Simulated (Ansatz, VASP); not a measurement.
**Two plane-wave programs on BP**

```
B P
1.0
     0.00000    2.26819    2.26819
     2.26819    0.00000    2.26819
     2.26819    2.26819    0.00000
B P
1 1
Direct
  0.00000 0.00000 0.00000
  0.75000 0.75000 0.75000
```

Alike in both runs: functional r2SCAN; k mesh 10 × 10 × 10; occupations gaussian, width 0.02 eV; no spin polarisation.

Ansatz relaxed the structure, and its values are those at the end. VASP's run is a single point on that final structure, the one shown.

```csv
,VASP,Ansatz
version,VASP 6.6.1,Ansatz 0.2.0
potentials or method,"VASP PAW PBE potentials, release 64 (B, P), cutoff 520 eV","scalar-relativistic, plane waves, PAW"
valence electrons in the cell,8,8
```

Ansatz gave:

```
gap on the k mesh at the Fermi level (eV) : 1.41
least direct gap on the mesh (eV)         : 3.60
pressure (GPa)                            : 0.0
```

Q: What did VASP give for the same quantities?

A: gap on the k mesh at the Fermi level (eV): 1.45; least direct gap on the mesh (eV): 3.64; pressure (GPa): -0.5.

VASP's potentials were made for PBE, not for r2SCAN.
